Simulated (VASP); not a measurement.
Set up this calculation in VASP 6.6.1, as the native input.

| Item | Value |
| --- | --- |
| Task | single point |
| Functional | LDA |
| Potentials or basis | VASP PAW LDA potentials, release 64 (Ni) |
| Cutoff | 520 eV |
| k mesh | 18 × 18 × 18 |
| Occupations | fermi-dirac, width 0.05 eV |
| Spin | collinear spin, ferromagnetic start |
| Starting moments | [0.355] μB |
| Dipole correction | no |
| Further INCAR settings | ALGO = Normal; EDIFF = 1e-06; NBANDS = 15 |

The structure of Ni lies in POSCAR:

```
Ni
1.0
   -1.3967335463      1.3967335463      1.3967335463
    1.3967335463     -1.3967335463      1.3967335463
    1.3967335463      1.3967335463     -1.3967335463
Ni
1
Direct
    0.0000000000      0.0000000000      0.0000000000
```

This cell differs from its parent crystal: volume scaled by 1.08.

One way to write it, as run:

INCAR

```
PREC = Accurate ; ENCUT = 520
EDIFF = 1E-6 ; ISMEAR = -1
SIGMA = 0.05 ; LREAL = F
LASPH = T ; NELM = 150
ALGO = Normal ; ISIF = 2
LWAVE = F ; LCHARG = F
ISPIN = 2 ; MAGMOM = 0.355
LORBIT = 11 ; LMAXMIX = 4
NBANDS = 15
```

KPOINTS

```
regular mesh
0
Gamma
  18 18 18
```

Potentials or basis: VASP PAW LDA potentials, release 64 (Ni).

Run with:

```sh
$ cat potpaw_LDA.64/Ni/POTCAR > POTCAR
$ mpirun -np 1 vasp_std > vasp.out
```

It gave:

* Pressure: -16.9 GPa
* Band gap on the k mesh: zero (filled and empty bands overlap)
* Net moment: 0.00 μB per cell
* Valence electrons inside the program's atomic spheres: Ni 9.32

Run time: 2.4 min on 1 thread of Intel Xeon 8259CL, with other jobs on the host, peak memory 0.16 GiB.
